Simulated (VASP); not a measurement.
**KF: single point with PBE+U**

KF:

```xyz
2
Lattice="0.0000 2.6544 2.6544 2.6544 0.0000 2.6544 2.6544 2.6544 0.0000" Properties=species:S:1:pos:R:3 pbc="T T T"
K     0.0000    0.0000    0.0000
F     2.6544    2.6544    2.6544
```

```yaml
Program: VASP 6.6.1
Task: single point
Functional: PBE
Potentials_or_basis: VASP PAW PBE potentials, release 64 (K_sv, F)
Cutoff: 600 eV
k_mesh: 6 × 6 × 6
Occupations: gaussian, width 0.1 eV
Spin: no spin polarisation
Hubbard_terms: F p U = 2.6 eV
```

- Pressure: 1.7 GPa
- Band gap on the k mesh: 6.51 eV

Levels at points of the mesh, in eV from the valence-band top:
```
           k point  band 5  band 6  band 7  band 8  band 9  band 10  band 11  band 12
(0.00, 0.00, 0.00)   -9.15    0.00    0.00    0.00    6.51    10.93    10.93    10.93
(0.50, 0.00, 0.00)   -9.19   -0.78   -0.35   -0.35    9.31    10.98    12.34    12.34
(0.50, 0.50, 0.00)   -9.38   -0.19   -0.05   -0.05    8.42    10.64    12.15    13.91
```

It took 10 s on 1 thread of AMD EPYC 7R43 64-Core Processor (Zen 3) (shared host), peak memory 0.13 GiB.
